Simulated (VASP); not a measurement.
Here is a VASP 6.6.1 calculation.

The input INCAR:

```
ALGO = Normal
EDIFF = 1E-6
EDIFFG = -0.01
ENCUT = 600
GGA = PE
IBRION = 2
ISIF = 3
ISMEAR = 0
LASPH = True
LCHARG = False
LREAL = False
LWAVE = False
NELM = 80
NSW = 100
PREC = Accurate
SIGMA = 0.1
```

File KPOINTS:

```
k-points
0
Gamma
  12 12 4
```

POSCAR

```
ScB2P3
1.0
    3.2551848096      0.0000000000      0.0000000000
   -1.6275924048      2.8190727391      0.0000000000
    0.0000000000      0.0000000000      8.9761401402
Sc B P
1 2 3
Direct
    0.0000000000      0.0000000000      0.9733867538
    0.0000000000      0.0000000000      0.6810481388
    0.3333333333      0.6666666667      0.3907868752
    0.0000000000      0.0000000000      0.4628533493
    0.3333333333      0.6666666667      0.1744483630
    0.6666666667      0.3333333333      0.7574765199
```

Potentials or basis: VASP PAW PBE potentials, release 64 (Sc_sv, B, P).

Launch:

```sh
$ cat potpaw_PBE.64/Sc_sv/POTCAR potpaw_PBE.64/B/POTCAR potpaw_PBE.64/P/POTCAR > POTCAR
$ mpirun -np 1 vasp_std > vasp.out
```

Estimate the relaxed cell.

a = 3.255 Å, b = 3.255 Å, c = 8.974 Å, α = 90.00°, β = 90.00°, γ = 120.00°.

Predict the space group after relaxing (to 0.1 Å).

P3m1 (No. 156).

Predict the relaxed volume.

13.72 Å³/atom.

Forces in eV/Å, atoms in the order of the input:
```
Sc   0.000  0.000 -0.005
B    0.000  0.000 -0.003
B    0.000  0.000  0.008
P    0.000  0.000  0.006
P    0.000  0.000 -0.001
P    0.000  0.000 -0.006
```
